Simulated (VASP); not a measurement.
The system is PtS2.

```xyz
3
Lattice="3.5432 0.0000 0.0000 -1.7716 3.0685 0.0000 0.0000 0.0000 5.0388" Properties=species:S:1:pos:R:3 pbc="T T T"
Pt    0.0000    0.0000    0.0000
S     1.7716    1.0228    3.8950
S     0.0000    2.0457    1.1438
```

Program: VASP 6.6.1. Alike in all runs: task single point; potentials or basis VASP PAW PBE potentials, release 64 (Pt, S); no spin polarisation; cell as given; cutoff (eV) 520; smearing fermi-dirac 0.05 eV.

**Question.** Order these runs on this cell by their band gap on the k mesh, lowest first.
A. level PBE+U; U Pt d U = 5.0 eV; k mesh 9 × 9 × 5
B. level HSE06; k mesh 5 × 5 × 3; grid for exact exchange (PRECFOCK) Normal; share of exact exchange 0.25; screening parameter 0.2079 1/Å
C. level r2SCAN; k mesh 5 × 5 × 3
D. level PBE+U; U Pt d U = 8.0 eV; k mesh 9 × 9 × 5

**Answer.** D (0.70 eV), A (0.88 eV), C (1.47 eV), B (1.90 eV).

Caveats: spin-orbit coupling is left out, which moves the levels of the heavy elements.

A k mesh can miss the band edges.
